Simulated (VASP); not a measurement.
Zr3N2, 10 atoms in the cell. The structure is trigonal, space group R-3c (No. 167). The conventional cell has a = 5.532 Å, b = 5.532 Å, c = 15.388 Å, α = 90.00°, β = 90.00°, γ = 120.00°. Zr (site symmetry 2) has 4 N at 2.22 to 2.26 Å within 2.9 Å. Within 2.9 Å of N (site symmetry 3) lie 6 Zr at 2.22 to 2.26 Å and 1 N at 2.72 Å. 

| Property | Result |
| --- | --- |
| Program | VASP 6.6.1 |
| Task | single point |
| Functional | r2SCAN |
| Potentials or basis | VASP PAW PBE potentials, release 64 (Zr_sv, N) |
| Cutoff | 520 eV |
| k mesh | 12 × 12 × 12 |
| Occupations | gaussian, width 0.1 eV |
| Spin | no spin polarisation |
| Dipole correction | no |
| Further INCAR settings | ALGO = Normal; EDIFF = 1e-06; NBANDS = 57 |

Potentials or basis: VASP PAW PBE potentials, release 64 (Zr_sv, N).

Launch:

```sh
$ cat potpaw_PBE.64/Zr_sv/POTCAR potpaw_PBE.64/N/POTCAR > POTCAR
$ cp INCAR.step1 INCAR
$ mpirun -np 1 vasp_std > vasp.out
$ cp INCAR.step2 INCAR
$ mpirun -np 1 vasp_std > vasp.out
```

Hardware: 1 × NVIDIA H100 80GB with 1 thread of AMD EPYC 7R13 Processor (Zen 3) (shared host).

Task: Estimate the wall time of this run.

Result: Wall time 26 min on 1 × NVIDIA H100 80GB with 1 thread of AMD EPYC 7R13 Processor (Zen 3), on a shared host, peak memory 2.1 GiB. Counts: k points 189.
